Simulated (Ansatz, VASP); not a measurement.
**Hg: VASP beside Ansatz**

```
Hg
1.0
     3.11117    0.00000    0.00000
     0.00000    3.11117    0.00000
     0.00000    0.00000    3.11117
Hg
1
Direct
  0.00000 0.00000 0.00000
```

Alike in both runs: task relaxation of cell and atoms; functional PBE; k mesh 13 × 13 × 13; occupations fermi-dirac, width 0.05 eV; no spin polarisation.

```csv
,VASP,Ansatz
version,VASP 6.6.1,Ansatz 0.2.0
potentials or method,"VASP PAW PBE potentials, release 64 (Hg), cutoff 600 eV","all-electron LAPW, scalar-relativistic"
```

|  | VASP | Ansatz | Ansatz less VASP |
| --- | --- | --- | --- |
| relaxed volume (Å³/atom) | 30.65 | 30.11 | -0.531 |
| relaxed length of the cell vector where the two differ most in proportion (Å) | 3.129 | 3.111 | -0.0182 |

Ansatz ran all-electron here, and VASP with PAW potentials.

Neither program's run includes spin-orbit coupling.
